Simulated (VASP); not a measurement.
## Se: single point with PBE+D3(BJ)

The system is Se.

```xyz
3
Lattice="4.0841 0.0000 0.0000 -2.0420 3.5369 0.0000 0.0000 0.0000 5.3591" Properties=species:S:1:pos:R:3 pbc="T T T"
Se    1.0102    0.0000    1.7864
Se   -0.5051    0.8748    3.5727
Se    1.5369    2.6621    0.0000
```

This cell differs from its parent crystal: volume 25.804 Å^3 an atom, c/a of the conventional cell 1.3122.

| Item | Value |
| --- | --- |
| Program | VASP 6.6.1 |
| Task | single point |
| Functional | PBE |
| Dispersion | D3(BJ) |
| Potentials or basis | VASP PAW PBE potentials, release 64 (Se) |
| Cutoff | 520 eV |
| k mesh | 12 × 12 × 8 |
| Occupations | gaussian, width 0.05 eV |
| Spin | no spin polarisation |

```json
{
 "Pressure": "-3.7 GPa",
 "Largest force": "0.340 eV/Å",
 "Band gap on the k mesh": "0.24 eV, direct",
 "Dispersion energy per atom": "-0.337 eV"
}
```

Forces in eV/Å, atoms in the order of the input:
```
Se  -0.340  0.000  0.000
Se   0.170 -0.295  0.000
Se   0.170  0.295  0.000
```

Stress tensor (GPa, compression positive):
```
-2.59  0.00  0.00
 0.00 -2.59  0.00
 0.00  0.00 -5.86
```

Levels at points of the mesh, in eV from the valence-band top:
```tsv
k point	band 7	band 8	band 9	band 10	band 11	band 12
(0.00, 0.00, 0.00)	-1.53	-1.53	-0.35	1.34	1.34	2.19
(0.50, 0.00, 0.00)	-3.34	-1.27	-0.84	1.39	1.69	3.89
(0.00, 0.00, 0.50)	-1.21	-1.04	-1.04	0.95	1.11	1.11
(0.50, 0.00, 0.50)	-2.12	-1.74	-0.18	1.09	2.28	2.90
```

It took 110 s on 1 thread of Oxide Virtual Turin-like Processor (shared host), peak memory 0.24 GiB.

 A k mesh can miss the band edges.
